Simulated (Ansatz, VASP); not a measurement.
**Two plane-wave programs on Mo**

```
Mo
1.0
    -1.58046    1.58046    1.58046
     1.58046   -1.58046    1.58046
     1.58046    1.58046   -1.58046
Mo
1
Direct
  0.00000 0.00000 0.00000
```

Alike in both runs: functional PBE; k mesh 18 × 18 × 18; occupations fermi-dirac, width 0.05 eV; non-collinear spin, spin-orbit coupling.

Ansatz relaxed the structure, and its values are those at the end. VASP's run is a single point on that final structure, the one shown.

|  | VASP | Ansatz |
| --- | --- | --- |
| version | VASP 6.6.1 | Ansatz 0.2.0 |
| potentials or method | VASP PAW PBE potentials, release 64 (Mo_sv) | PAW with Ansatz's default frozen-core files, fully relativistic files with spin-orbit coupling |
| plane-wave cutoff (eV) | 520 | 420 |
| valence electrons in the cell | 14 | 14 |

VASP gave:

- pressure (GPa): 0.5
- net moment per atom (μB): 0.00

Problem. What did Ansatz give for the same quantities?

Solution. Pressure (GPa): 0.0; net moment per atom (μB): 0.00.
